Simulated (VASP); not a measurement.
# Ge32H20CO in VASP: a series of runs, part 2 of 3

VASP 6.6.1. Earlier steps stand in the parts before.

## (3) Single point, PBE+D3(BJ)

Contents of INCAR:

```
SYSTEM = Ge32H20CO
ALGO = Normal
EDIFF = 1E-6
ENCUT = 520
GGA = PE
ISIF = 2
ISMEAR = 0
IVDW = 12
LASPH = .TRUE.
LCHARG = .FALSE.
LREAL = Auto
LWAVE = .FALSE.
NBANDS = 272
NELM = 80
PREC = Accurate
SIGMA = 0.03
```

Contents of KPOINTS:

```
k-points
0
G
  1 1 1
  0 0 0
```

Contents of POSCAR:

```
Ge32H20CO
1.0
    8.0016200000      8.0016200000      0.0000000000
   -8.0016200000      8.0016200000      0.0000000000
    0.0000000000      0.0000000000     20.9129000000
Ge H O C
32 20 1 1
Direct
   -0.3116586500      0.3077520200      0.3416030700
   -0.1801765000     -0.3065674500      0.3415755400
    0.0408471100     -0.0267407100      0.3831162900
    0.3184170200      0.1923894200      0.3412312400
   -0.0371062000     -0.4685568200      0.3828099700
    0.1888142400     -0.1901128100      0.3481117400
    0.4609976100      0.0297732200      0.3811249300
    0.5451280500     -0.5319877300      0.3820876100
   -0.1222411600      0.3839132200      0.3014686500
   -0.1073829600     -0.1141656800      0.3048915200
    0.1276947700      0.1177299000      0.3009759500
    0.3917272700      0.3853068800      0.3049127200
    0.1127761400     -0.3805849200      0.3052770500
    0.3744425500     -0.1149086800      0.2992901800
    0.6134202300      0.1154652000      0.3048068300
    0.6282638500     -0.3817100800      0.3014758000
    0.0011510800      0.2497223500      0.2346695200
    0.0012699100     -0.2521313700      0.2298950200
    0.2502901600      0.0002112300      0.2271705800
    0.5007780900      0.2483826700      0.2298315700
    0.2501951000     -0.4991264300      0.2363012800
    0.5004548000     -0.2500073700      0.2348726300
    0.7513417400     -0.0013606400      0.2356051200
    0.7502857000     -0.5004836800      0.2280879500
   -0.1250000000      0.1250000000      0.1644630000
   -0.1250000000     -0.3750000000      0.1644630000
    0.1250000000     -0.1250000000      0.1644630000
    0.3750000000      0.1250000000      0.1644630000
    0.1250000000     -0.6250000000      0.1644630000
    0.3750000000     -0.3750000000      0.1644630000
    0.6250000000     -0.1250000000      0.1644630000
    0.6250000000     -0.6250000000      0.1644630000
   -0.0489780000      0.0489780000      0.1195430000
   -0.2010220000      0.2010220000      0.1195430000
   -0.0489780000     -0.4510220000      0.1195430000
   -0.2010220000     -0.2989780000      0.1195430000
    0.2010220000     -0.2010220000      0.1195430000
    0.0489780000     -0.0489780000      0.1195430000
    0.4510220000      0.0489780000      0.1195430000
    0.2989780000      0.2010220000      0.1195430000
    0.2010220000     -0.7010220000      0.1195430000
    0.0489780000     -0.5489780000      0.1195430000
    0.4510220000     -0.4510220000      0.1195430000
    0.2989780000     -0.2989780000      0.1195430000
    0.7010220000     -0.2010220000      0.1195430000
    0.5489780000     -0.0489780000      0.1195430000
    0.7010220000     -0.7010220000      0.1195430000
    0.5489780000     -0.5489780000      0.1195430000
    0.3199168600     -0.1485918300      0.4470470800
    0.4170994200     -0.3133430100      0.4050220400
    0.2960414900     -0.3993153000      0.4349350900
    0.3943006300     -0.3273524700      0.4899861300
    0.2714278100     -0.2202555600      0.4427827300
    0.3508406600     -0.3211661000      0.4432597400
```

Potentials or basis: VASP PAW PBE potentials, release 64 (Ge_d, H, O, C).

The run is started by

```sh
$ cat potpaw_PBE.64/Ge_d/POTCAR potpaw_PBE.64/H/POTCAR potpaw_PBE.64/O/POTCAR potpaw_PBE.64/C/POTCAR > POTCAR
$ mpirun -np 1 vasp_gam > vasp.out
```

OUTCAR:

```text
SYSTEM = Ge32H20CO
   EDIFF = 1E-6
   ENCUT = 520
   GGA = PE
   ISIF = 2
   ISMEAR = 0
   IVDW = 12
   LASPH = .TRUE.
   LREAL = Auto
   NELM = 80
   PREC = Accurate
 IVDW          = 12

 ion  position               nearest neighbor table
   1  0.688  0.308  0.342-   9 2.46  15 2.46   8 2.58
   2  0.820  0.693  0.342-  10 2.45  16 2.47   5 2.59
   3  0.041  0.973  0.383-  10 2.54  11 2.57   6 2.60
   4  0.318  0.192  0.341-  12 2.46  11 2.47   7 2.59
   5  0.963  0.531  0.383-  13 2.55   9 2.57   2 2.59
   6  0.189  0.810  0.348-  53 2.22  14 2.49  13 2.49   3 2.60
   7  0.461  0.030  0.381-  15 2.54  14 2.56   4 2.59
   8  0.545  0.468  0.382-  12 2.55  16 2.57   1 2.58
   9  0.878  0.384  0.301-   1 2.46  24 2.48  17 2.49   5 2.57
  10  0.893  0.886  0.305-   2 2.45  23 2.51  18 2.53   3 2.54
  11  0.128  0.118  0.301-  19 2.46   4 2.47  17 2.49   3 2.57
  12  0.392  0.385  0.305-   4 2.46  21 2.52  20 2.53   8 2.55
  13  0.113  0.619  0.305-   6 2.49  18 2.49  21 2.51   5 2.55
  14  0.374  0.885  0.299-  19 2.44   6 2.49  22 2.49   7 2.56
[... 36 lines left out ...]
  51  0.296  0.601  0.435-  54 1.09
  52  0.394  0.673  0.490-  54 1.10
  53  0.271  0.780  0.443-  49 0.98  54 1.45   6 2.22
  54  0.351  0.679  0.443-  51 1.09  52 1.10  50 1.10  53 1.45

  LATTYP: Found a simple tetragonal cell.
 ALAT       =    11.3159995250
 C/A-ratio  =     1.8480824388

  Lattice vectors:

 A1 = (   8.0016200000,   8.0016200000,   0.0000000000)
 A2 = (  -8.0016200000,   8.0016200000,   0.0000000000)
 A3 = (   0.0000000000,   0.0000000000,  20.9129000000)

Analysis of symmetry for initial positions (statically):
=====================================================================
 Subroutine PRICEL returns:
 Original cell was already a primitive cell.

 Routine SETGRP: Setting up the symmetry group for a
 simple tetragonal supercell.

 Subroutine GETGRP returns: Found  1 space group operations
 (whereof  1 operations were pure point group operations)
 out of a pool of 16 trial point group operations.
[... 218 lines left out ...]
  Thomas-Fermi vector in A             =   2.047211
   LORBIT       =      0    0 simple, 1 ext, 2 COOP (PROOUT), +10 PAW based schemes
   GGA     = PE    functional components
   LHFCALC =     F    Hartree Fock is set to
   AEXX    =    0.0000 exact exchange contribution
   IVDW    =    12    specifies the selected vdW correction
   LEPSILON=     F    determine dielectric tensor
   LRPA    =     F    only Hartree local field effects (RPA)
 non-spin polarized calculation
 Gauss-broadening in eV      SIGMA  =   0.03
  energy-cutoff  :      520.00
  volume of cell :     2677.94
 maximum number of plane-waves:     35941
   NGX = 43   NGY = 43   NGZ = 77

 number of electron     477.9999647 magnetization

 Free energy of the ion-electron system (eV)
  ---------------------------------------------------
  ext. energy  EPLUGINS =         0.00000000
  ---------------------------------------------------
  free energy    TOTEN  =      -215.75713256 eV

  energy without entropy =     -215.75713256  energy(sigma->0) =     -215.75713256

 E-fermi :  -1.9281     XC(G=0):  -3.7407

 val. band max:       -2.0913423673   @ k =   0.0000   0.0000   0.0000
 cond. band min:      -1.5582670729   @ k =   0.0000   0.0000   0.0000
 fundamental gap:      0.5330752944
 Fermi energy:        -1.9280582888

 k-point     1 :       0.0000    0.0000    0.0000
  band No.  band energies     occupation
      1     -26.5606      2.00000
      2     -26.5359      2.00000
      3     -26.5197      2.00000
      4     -26.4993      2.00000
      5     -26.4954      2.00000
      6     -26.4808      2.00000
[... 243 lines left out ...]
    250       0.2652      0.00000
    251       0.5122      0.00000
 [bands above 251 left out]

------------------------ aborting loop because EDIFF is reached ----------------------------------------

 Edisp (eV)   -7.22811

 E8    (eV) :    -3.1872

  FORCE on cell =-STRESS in cart. coord.  units (eV):
  Direction    XX          YY          ZZ          XY          YZ          ZX
  --------------------------------------------------------------------------------------
  -------------------------------------------------------------------------------------
  Total      13.37527     4.47476    -0.51039    -1.76676    -0.08178    -0.04503
  in kB       8.00227     2.67720    -0.30536    -1.05703    -0.04893    -0.02694
  external pressure =        3.46 kB  Pullay stress =        0.00 kB

 VOLUME and BASIS-vectors are now :
 -----------------------------------------------------------------------------
  energy-cutoff  :      520.00
  volume of cell :     2677.94
      direct lattice vectors                 reciprocal lattice vectors
     8.001620000  8.001620000  0.000000000     0.062487346  0.062487346  0.000000000
    -8.001620000  8.001620000  0.000000000    -0.062487346  0.062487346  0.000000000
     0.000000000  0.000000000 20.912900000     0.000000000  0.000000000  0.047817376

 POSITION                                       TOTAL-FORCE (eV/Angst)
 -----------------------------------------------------------------------------------
      3.04533      7.97036      7.14391         0.000031     -0.005044     -0.000093
      1.01133     12.10850      7.14334        -0.002871     -0.003764     -0.001195
     -7.46081      8.11449      8.01207        -0.003483     -0.002051      0.007213
      1.00842      4.08728      7.13613        -0.004548     -0.003523      0.000231
      3.45230     11.95712      8.00567        -0.000747     -0.000160      0.007484
     -4.96959      7.99123      7.28003        -0.006677     -0.008220      0.000294
[... 46 lines left out ...]
     -4.06736      8.41108      9.25987        -0.068946     -0.050849     -0.024963
     -2.62448      8.23906      9.26985         0.110683     -0.033209      0.003053
 -----------------------------------------------------------------------------------
    total drift:                                0.009589     -0.008077      0.018369

  FREE ENERGIE OF THE ION-ELECTRON SYSTEM (eV)
  ---------------------------------------------------
  free  energy   TOTEN  =      -222.9852471192 eV

  energy  without entropy=     -222.9852471192  energy(sigma->0) =     -222.98524712
```

OSZICAR:

```text
N       E                     dE             d eps       ncg     rms          rms(c)
DAV:   1     0.701049178622E+04    0.70105E+04   -0.24283E+05   672   0.317E+03
DAV:   2     0.132463086652E+04   -0.56859E+04   -0.55866E+04   688   0.813E+02
DAV:   3    -0.591299808887E+02   -0.13838E+04   -0.13327E+04   760   0.260E+02
[... 22 lines left out ...]
DAV:  26    -0.215757123799E+03   -0.26873E-04   -0.12607E-06   376   0.435E-03    0.103E-03
DAV:  27    -0.215757128886E+03   -0.50878E-05   -0.30105E-07   384   0.278E-03    0.260E-04
DAV:  28    -0.215757130594E+03   -0.17077E-05   -0.13343E-07   344   0.212E-03    0.422E-04
DAV:  29    -0.215757132066E+03   -0.14723E-05   -0.50844E-08   352   0.134E-03    0.356E-04
DAV:  30    -0.215757132560E+03   -0.49370E-06    0.52102E-09   344   0.111E-03
   1 F= -.22298525E+03 E0= -.22298525E+03  d E =-.230655E-14
```

stdout:

```text
POSCAR found type information on POSCAR GeH O C
 POSCAR found :  4 types and      54 ions
 scaLAPACK will be used
 LDA part: xc-table for (Slater+PW92), standard interpolation
 POSCAR, INCAR and KPOINTS ok, starting setup
 FFT: planning ... GRIDC
 FFT: planning ... GRID_SOFT
 FFT: planning ... GRID
 WAVECAR not read
 entering main loop
```

It took 40 min on 1 thread of Oxide Virtual Turin-like, shared host; peak memory 1.9 GiB.

What came out:

```
Free energy                : -222.9852 eV
Largest force              : 0.627 eV/Å
Dispersion energy per atom : -0.134 eV
```

Forces in eV/Å, atoms in the order of the input:
```
Ge   0.000 -0.005  0.000
Ge  -0.003 -0.004 -0.001
Ge  -0.003 -0.002  0.007
Ge  -0.005 -0.004  0.000
Ge  -0.001  0.000  0.007
Ge  -0.007 -0.008  0.000
Ge   0.001  0.002  0.006
Ge  -0.005  0.000  0.008
Ge  -0.001 -0.001 -0.005
Ge   0.002 -0.002  0.000
Ge  -0.001  0.001 -0.001
Ge   0.002 -0.004 -0.001
Ge  -0.001 -0.001 -0.001
Ge   0.001 -0.002  0.000
Ge   0.003  0.002  0.002
Ge   0.001  0.001 -0.002
Ge   0.002  0.001 -0.003
Ge   0.001  0.002 -0.005
Ge   0.003  0.001 -0.001
Ge   0.000  0.004 -0.007
Ge  -0.001  0.001  0.000
Ge   0.000  0.001 -0.004
Ge   0.004  0.000 -0.002
Ge   0.002  0.001 -0.005
Ge  -0.154  0.041  0.546
Ge   0.078  0.050 -0.518
Ge  -0.089 -0.132 -0.522
Ge   0.024  0.003 -0.626
Ge   0.145  0.030  0.564
Ge  -0.140  0.031  0.555
Ge   0.185 -0.009  0.528
Ge  -0.067 -0.081 -0.498
H    0.028 -0.029  0.008
H    0.093 -0.001  0.024
H   -0.054  0.036 -0.046
H    0.088  0.033  0.009
H   -0.085 -0.047 -0.008
H    0.049 -0.054 -0.049
H   -0.052  0.056 -0.045
H    0.096  0.088 -0.011
H   -0.080  0.032  0.025
H   -0.022  0.049  0.017
H    0.021 -0.027  0.013
H    0.082  0.000  0.022
H   -0.079  0.010  0.015
H   -0.028  0.031  0.028
H   -0.090 -0.050  0.004
H    0.051 -0.052 -0.022
H   -0.050  0.094  0.017
H    0.007  0.007 -0.013
H    0.002 -0.014  0.000
H    0.004  0.006  0.012
O   -0.069 -0.051 -0.025
C    0.111 -0.033  0.003
```

Caveat: the k points lie up to 0.56 Å⁻¹ apart; there is no dipole correction, which matters where the two faces differ.

## (4) Single point, PBE+D3(BJ)

Contents of INCAR:

```
SYSTEM = Ge32H20CO
ALGO = Normal
EDIFF = 1E-7
ENCUT = 520
GGA = PE
ISIF = 2
ISMEAR = 0
IVDW = 12
LASPH = .True.
LCHARG = .False.
LREAL = Auto
LWAVE = .False.
NBANDS = 272
NELM = 100
PREC = Accurate
SIGMA = 0.03
```

Contents of KPOINTS:

```
k-points
0
Gamma
  1 1 1
  0 0 0
```

Contents of POSCAR:

```
Ge32H20CO
1.0
    8.0016200000      8.0016200000      0.0000000000
   -8.0016200000      8.0016200000      0.0000000000
    0.0000000000      0.0000000000     20.9129000000
Ge H O C
32 20 1 1
Direct
   -0.3108204963      0.3133019938      0.3420025439
   -0.1892129969     -0.3198315466      0.3432812283
    0.0468223310     -0.0502521364      0.3607954899
    0.3164761636      0.1877319843      0.3427232474
   -0.0293941727     -0.4668012228      0.3836466965
    0.2068501129     -0.2055477516      0.3577589430
    0.4685383710      0.0334438526      0.3827671915
    0.5332490171     -0.5361611774      0.3824988882
   -0.1192839075      0.3872611421      0.3041440929
   -0.1214604043     -0.1294180428      0.2996493552
    0.1257100437      0.1193447077      0.3005723740
    0.3855482390      0.3794366016      0.3027672872
    0.1151921736     -0.3768618105      0.3036231226
    0.3784069351     -0.1128808291      0.3038586231
    0.6149093559      0.1220489101      0.3031951571
    0.6178743804     -0.3870979877      0.3038744029
   -0.0015523107      0.2516459167      0.2347705483
    0.0025916627     -0.2532365321      0.2284473220
    0.2527135130     -0.0019426691      0.2287586131
    0.5002550109      0.2492268441      0.2286921948
    0.2488527323     -0.4991724176      0.2357237877
    0.4989908918     -0.2486314646      0.2360039019
    0.7485912853      0.0012278764      0.2345897508
    0.7506020031     -0.4999498851      0.2291801233
   -0.1250000000      0.1250000000      0.1644629870
   -0.1250000000     -0.3750000000      0.1644629870
    0.1250000000     -0.1250000000      0.1644629870
    0.3750000000      0.1250000000      0.1644629870
    0.1250000000     -0.6250000000      0.1644629870
    0.3750000000     -0.3750000000      0.1644629870
    0.6250000000     -0.1250000000      0.1644629870
    0.6250000000     -0.6250000000      0.1644629870
   -0.0489780195      0.0489780195      0.1195430093
   -0.2010219805      0.2010219805      0.1195430093
   -0.0489780195     -0.4510219805      0.1195430093
   -0.2010219805     -0.2989780195      0.1195430093
    0.2010219805     -0.2010219805      0.1195430093
    0.0489780195     -0.0489780195      0.1195430093
    0.4510219805      0.0489780195      0.1195430093
    0.2989780195      0.2010219805      0.1195430093
    0.2010219805     -0.7010219805      0.1195430093
    0.0489780195     -0.5489780195      0.1195430093
    0.4510219805     -0.4510219805      0.1195430093
    0.2989780195     -0.2989780195      0.1195430093
    0.7010219805     -0.2010219805      0.1195430093
    0.5489780195     -0.0489780195      0.1195430093
    0.7010219805     -0.7010219805      0.1195430093
    0.5489780195     -0.5489780195      0.1195430093
    0.0110771319     -0.0133807904      0.4296886611
    0.4105564248     -0.1949054691      0.4497177818
    0.3746302624     -0.3490720629      0.4472944929
    0.3424875838     -0.2638218886      0.5170781671
    0.2291105426     -0.2328797793      0.4431173582
    0.3447013855     -0.2617031926      0.4645251974
```

The run is started by

```sh
$ cat potpaw_PBE.64/Ge_d/POTCAR potpaw_PBE.64/H/POTCAR potpaw_PBE.64/O/POTCAR potpaw_PBE.64/C/POTCAR > POTCAR
$ mpirun -np 1 vasp_gam > vasp.out
```

It took 45 min on 1 thread of Oxide Virtual Turin-like, shared host; peak memory 2 GiB.

The run converged. Its results:

* Free energy: -223.3423 eV
* Largest force: 0.629 eV/Å
* Dispersion energy per atom: -0.132 eV

Forces on the atoms (eV/Å):
```
Ge   0.003 -0.003 -0.001
Ge   0.002  0.004 -0.007
Ge  -0.015  0.000  0.024
Ge   0.003  0.002 -0.005
Ge   0.005 -0.001  0.012
Ge  -0.020 -0.013  0.003
Ge   0.004 -0.002  0.008
Ge  -0.003 -0.001  0.005
Ge  -0.003 -0.001 -0.004
Ge  -0.001  0.002  0.002
Ge   0.002  0.001 -0.005
Ge  -0.001 -0.001  0.001
Ge  -0.001  0.002 -0.002
Ge  -0.002 -0.003 -0.003
Ge   0.000  0.000  0.000
Ge   0.000  0.000 -0.007
Ge  -0.001  0.000 -0.002
Ge   0.002 -0.004 -0.003
Ge   0.001  0.001 -0.002
Ge   0.002 -0.004 -0.005
Ge  -0.004 -0.001 -0.002
Ge  -0.003  0.000 -0.001
Ge  -0.002  0.000 -0.002
Ge   0.000  0.003 -0.003
Ge  -0.127 -0.004  0.482
Ge   0.066  0.051 -0.579
Ge  -0.039  0.008 -0.470
Ge   0.053 -0.051 -0.584
Ge   0.112  0.080  0.501
Ge  -0.153 -0.006  0.610
Ge   0.105 -0.078  0.501
Ge  -0.143  0.016 -0.479
H    0.028  0.008  0.028
H    0.082 -0.003  0.025
H   -0.082 -0.056 -0.037
H    0.107 -0.021  0.000
H   -0.097  0.013 -0.015
H    0.050  0.006 -0.034
H   -0.083  0.026 -0.036
H    0.110  0.010 -0.001
H   -0.080 -0.010  0.030
H    0.012 -0.001  0.023
H    0.028  0.010  0.014
H    0.085  0.004  0.020
H   -0.082  0.006  0.033
H    0.012 -0.018  0.027
H   -0.065  0.017  0.015
H    0.053  0.011 -0.031
H    0.011 -0.001 -0.026
H    0.021  0.017 -0.010
H    0.022 -0.023 -0.020
H    0.019  0.001  0.014
O   -0.111 -0.053 -0.069
C    0.116  0.061  0.065
```

Levels at points of the mesh, in eV from the Fermi level:
```csv
k point,band 237,band 238,band 239,band 240,band 241,band 242
"(0.00, 0.00, 0.00)",-0.40,-0.33,-0.15,0.35,0.73,1.07
```

Caveat: the k points lie up to 0.56 Å⁻¹ apart; there is no dipole correction, which matters where the two faces differ.

[end of part 2 of 3]
